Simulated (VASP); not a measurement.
# ZnO (P6_3mc) in VASP: single point with r2SCAN

Aim: the single point of ZnO with r2SCAN.

All numbers are computed with VASP 6.6.1; they aren't measurements. Logs are shortened: lines on timing, memory, paths and dates and some standing lists are left out, and cuts for length are marked.

### Step 1. The cell of the first run

The structure is hexagonal, space group P6_3mc (No. 186). The conventional cell has a = 3.235 Å, b = 3.235 Å, c = 5.211 Å, α = 90.00°, β = 90.00°, γ = 120.00°. Within 2.6 Å of Zn (site symmetry 3m) lie 4 O at 1.97 to 1.98 Å. O (site symmetry 3m) has 4 Zn at 1.97 to 1.98 Å within 2.6 Å.

### Step 2. Single point, r2SCAN

POSCAR

```
ZnO
1.0
    3.2351975649      0.0000000000      0.0000000000
   -1.6175987824      2.8017632775      0.0000000000
    0.0000000000      0.0000000000      5.2114228335
Zn O
2 2
Direct
    0.3333333333      0.6666666667      0.4996923814
    0.6666666667      0.3333333333     -0.0003076186
    0.6666666667      0.3333333333      0.3793176186
    0.3333333333      0.6666666667      0.8793176186
```

INCAR.step1

```
SYSTEM = ZnO
ALGO     = Normal         ! electronic algorithm
EDIFF    = 1E-4           ! SCF threshold, eV
ENCUT    = 520            ! plane-wave cutoff, eV
GGA      = PE             ! functional
ISMEAR   = -1             ! smearing method
LASPH    = .TRUE.         ! aspherical terms in the spheres
LCHARG   = .FALSE.        ! write CHGCAR
LREAL    = .FALSE.        ! projectors in reciprocal space
LWAVE    = .TRUE.         ! write WAVECAR
NBANDS   = 26             ! bands
NELM     = 60             ! most SCF steps
PREC     = Accurate       ! precision mode
SIGMA    = 0.1            ! smearing width, eV
```

INCAR.step2

```
SYSTEM = ZnO
ALGO     = Normal         ! electronic algorithm
EDIFF    = 1E-6           ! SCF threshold, eV
ENCUT    = 520            ! plane-wave cutoff, eV
ISIF     = 2              ! what is computed and relaxed
ISMEAR   = -1             ! smearing method
ISTART   = 1            
LASPH    = .TRUE.         ! aspherical terms in the spheres
LCHARG   = .TRUE.         ! write CHGCAR
LELF     = .TRUE.         ! ELF
LMIXTAU  = .TRUE.       
LREAL    = .FALSE.        ! projectors in reciprocal space
LVHAR    = .TRUE.       
LWAVE    = .FALSE.        ! write WAVECAR
METAGGA  = R2SCAN         ! meta-GGA
NBANDS   = 26             ! bands
NELM     = 60             ! most SCF steps
PREC     = Accurate       ! precision mode
SIGMA    = 0.1            ! smearing width, eV
```

KPOINTS

```
k-points
0
G
  12 12 6
  0 0 0
```

Potentials or basis: VASP PAW PBE potentials, release 64 (Zn, O).

The run is started by

```
cat potpaw_PBE.64/Zn/POTCAR potpaw_PBE.64/O/POTCAR > POTCAR
cp INCAR.step1 INCAR
mpirun -np 1 vasp_std > vasp.out
cp INCAR.step2 INCAR
mpirun -np 1 vasp_std > vasp.out
```

OUTCAR:

```text
SYSTEM = ZnO
   EDIFF = 1E-6
   ENCUT = 520
   ISIF = 2
   ISMEAR = -1
   ISTART = 1
   LASPH = .TRUE.
   LREAL = .FALSE.
   METAGGA = R2SCAN
   NELM = 60
   PREC = Accurate

 ion  position               nearest neighbor table
   1  0.333  0.667  0.500-   3 1.97   3 1.97   3 1.97   4 1.98
   2  0.667  0.333  1.000-   4 1.97   4 1.97   4 1.97   3 1.98
   3  0.667  0.333  0.379-   1 1.97   1 1.97   1 1.97   2 1.98
   4  0.333  0.667  0.879-   2 1.97   2 1.97   2 1.97   1 1.98

  LATTYP: Found a hexagonal cell.
 ALAT       =     3.2351975649
 C/A-ratio  =     1.6108514948

  Lattice vectors:

 A1 = (   3.2351975649,   0.0000000000,   0.0000000000)
 A2 = (  -1.6175987824,   2.8017632775,   0.0000000000)
 A3 = (   0.0000000000,   0.0000000000,   5.2114228335)

Analysis of symmetry for initial positions (statically):
=====================================================================
 Subroutine PRICEL returns:
 Original cell was already a primitive cell.

 Routine SETGRP: Setting up the symmetry group for a
 hexagonal supercell.

 Subroutine GETGRP returns: Found 12 space group operations
 (whereof  6 operations were pure point group operations)
 out of a pool of 24 trial point group operations.

The static configuration has the point symmetry C_3v.
 The point group associated with its full space group is C_6v.

Analysis of symmetry for dynamics (positions and initial velocities):
=====================================================================
 Subroutine PRICEL returns:
 Original cell was already a primitive cell.

 Routine SETGRP: Setting up the symmetry group for a
 hexagonal supercell.

 Subroutine GETGRP returns: Found 12 space group operations
 (whereof  6 operations were pure point group operations)
 out of a pool of 24 trial point group operations.

The dynamic configuration has the point symmetry C_3v.
 The point group associated with its full space group is C_6v.

 Subroutine INISYM returns: Found 12 space group operations
 (whereof  6 operations are pure point group operations),
 and found     1 'primitive' translations

----------------------------------------------------------------------------------------

                                     Primitive cell

  volume of cell :      47.2377

  direct lattice vectors                    reciprocal lattice vectors
     3.235197565  0.000000000  0.000000000     0.309100134  0.178459045  0.000000000
[... 89 lines left out ...]
   NELM   =     60;   NELMIN=  2; NELMDL=  0     # of ELM steps
   EDIFF  = 0.1E-05   stopping-criterion for ELM
   LREAL  =      F    real-space projection
   EDIFFG = 0.1E-04   stopping-criterion for IOM
   NSW    =      0    number of steps for IOM
   IBRION =     -1    ionic relax: 0-MD 1-quasi-New 2-CG
   NFREE  =      0    steps in history (QN), initial steepest desc. (CG)
   ISIF   =      2    stress and relaxation
   ISYM   =      2    0-nonsym 1-usesym 2-fastsym
   POTIM  = 0.5000    time-step for ionic-motion
   TEBEG  =    0.0;   TEEND  =   0.0 temperature during run
   PSTRESS=    0.0 pullay stress
   NELECT =      36.0000    total number of electrons
   NUPDOWN=      -1.0000    fix difference up-down
   EMIN   =  10.00;   EMAX   =-10.00  energy-range for DOS
   EFERMI =   0.00;   METHOD = LEGACY
   ISMEAR =    -1;   SIGMA  =   0.10  broadening in eV -4-tet -1-fermi 0-gaus
   EFERMI_NEDOS =   21; number of points for ismear=-14 and -15
   IALGO  =     38    algorithm
   IMIX   =      4    mixing-type and parameters
     AMIX     =   0.40;   BMIX     =  1.00
     AMIX_MAG =   1.60;   BMIX_MAG =  1.00
  volume/ion in A,a.u.               =      11.81        79.69
  Fermi-wavevector in a.u.,A,eV,Ry     =   1.495361  2.825823 30.424062  2.236106
  Thomas-Fermi vector in A             =   2.607516
   LORBIT       =      0    0 simple, 1 ext, 2 COOP (PROOUT), +10 PAW based schemes
   METAGGA = R2SCAN    functional components
   LHFCALC =     F    Hartree Fock is set to
   AEXX    =    0.0000 exact exchange contribution
   IVDW    =     0    specifies the selected vdW correction
   LEPSILON=     F    determine dielectric tensor
   LRPA    =     F    only Hartree local field effects (RPA)
 non-spin polarized calculation
  energy-cutoff  :      520.00
  volume of cell :       47.24
 maximum number of plane-waves:      1292
   NGX = 13   NGY = 13   NGZ = 19

 number of electron      36.0000015 magnetization

 Free energy of the ion-electron system (eV)
  ---------------------------------------------------
  ext. energy  EPLUGINS =         0.00000000
  ---------------------------------------------------
  free energy    TOTEN  =       -36.31745262 eV

  energy without entropy =      -36.31741258  energy(sigma->0) =      -36.31743260

 E-fermi :   1.6963     XC(G=0): -11.7064

 val. band max:        0.9186408702   @ k =   0.0000   0.0000   0.0000
 cond. band min:       2.1533517228   @ k =   0.0000   0.0000   0.0000
 fundamental gap:      1.2347108526
 Fermi energy:         1.6962861373

 k-point     1 :       0.0000    0.0000    0.0000
  band No.  band energies     occupation
      1     -18.2269      2.00000
      2     -17.5309      2.00000
      3      -4.9397      2.00000
      4      -4.9397      2.00000
      5      -4.8832      2.00000
      6      -4.8363      2.00000
[... 685 lines left out ...]
     25      15.2091      0.00000
     26      15.8850      0.00000

 [... further k-points ...]

------------------------ aborting loop because EDIFF is reached ----------------------------------------

  FORCE on cell =-STRESS in cart. coord.  units (eV):
  Direction    XX          YY          ZZ          XY          YZ          ZX
  --------------------------------------------------------------------------------------
  -------------------------------------------------------------------------------------
  Total        0.2905689      0.2905689      0.3255901      0.0000000      0.0000000      0.0000000
  in kB        9.8553288      9.8553288     11.0431553      0.0000000      0.0000000      0.0000000
  external PRESSURE =      10.2512710 kB  Pullay stress =       0.0000000 kB

 VOLUME and BASIS-vectors are now :
 -----------------------------------------------------------------------------
  energy-cutoff  :      520.00
  volume of cell :       47.24
      direct lattice vectors                 reciprocal lattice vectors
     3.235197565  0.000000000  0.000000000     0.309100134  0.178459045  0.000000000
    -1.617598782  2.801763278  0.000000000     0.000000000  0.356918091  0.000000000
     0.000000000  0.000000000  5.211422834     0.000000000  0.000000000  0.191886176

 POSITION                                       TOTAL-FORCE (eV/Angst)
 -----------------------------------------------------------------------------------
     -0.00000      1.86784      2.60411         0.000000     -0.000000     -0.009879
      1.61760      0.93392      5.20982        -0.000000      0.000000     -0.009879
      1.61760      0.93392      1.97678        -0.000000      0.000000      0.009879
     -0.00000      1.86784      4.58250         0.000000     -0.000000      0.009879
 -----------------------------------------------------------------------------------
    total drift:                                0.000001      0.000001     -0.074722

  FREE ENERGIE OF THE ION-ELECTRON SYSTEM (eV)
  ---------------------------------------------------
  free  energy   TOTEN  =       -36.3174526240 eV

  energy  without entropy=      -36.3174125845  energy(sigma->0) =      -36.31743260
```

OUTCAR.step1:

```text
SYSTEM = ZnO
   EDIFF = 1E-4
   ENCUT = 520
   GGA = PE
   ISMEAR = -1
   LASPH = .TRUE.
   LREAL = .FALSE.
   NELM = 60
[... 924 lines left out ...]
      1.61760      0.93392      5.20982         0.000000     -0.000000      0.003102
      1.61760      0.93392      1.97678        -0.000000      0.000000     -0.003102
     -0.00000      1.86784      4.58250         0.000000     -0.000000     -0.003102
 -----------------------------------------------------------------------------------
    total drift:                                0.000000      0.000001     -0.001011

  FREE ENERGIE OF THE ION-ELECTRON SYSTEM (eV)
  ---------------------------------------------------
  free  energy   TOTEN  =       -17.8085310479 eV

  energy  without entropy=      -17.8082712405  energy(sigma->0) =      -17.80840114
```

It took 4 min on 1 thread of Intel Xeon 8259CL, shared host; peak memory 0.22 GiB.

Results:

```yaml
Free_energy: -36.3175 eV
Pressure: 1.0 GPa
Largest_force: 0.010 eV/Å
Band_gap_on_the_k_mesh: 1.23 eV
```

Forces on the atoms (eV/Å):
```
Zn   0.000  0.000 -0.010
Zn   0.000  0.000 -0.010
O    0.000  0.000  0.010
O    0.000  0.000  0.010
```

Stress tensor (GPa, compression positive):
```
0.99 0.00 0.00
0.00 0.99 0.00
0.00 0.00 1.10
```

Levels at points of the mesh, in eV from the valence-band top:
```
           k point  band 16  band 17  band 18  band 19  band 20  band 21
(0.00, 0.00, 0.00)    -0.09     0.00     0.00     1.23     5.87     8.83
(0.50, 0.00, 0.00)    -2.34    -1.31    -0.87     6.43     7.36     8.08
(0.00, 0.00, 0.50)    -0.40    -0.40    -0.40     3.94     3.94    10.83
(0.50, 0.00, 0.50)    -1.56    -1.41    -1.41     6.25     6.25     9.18
```

Caveat: the PAW data sets were made with another functional, which shifts forces and pressure a little.
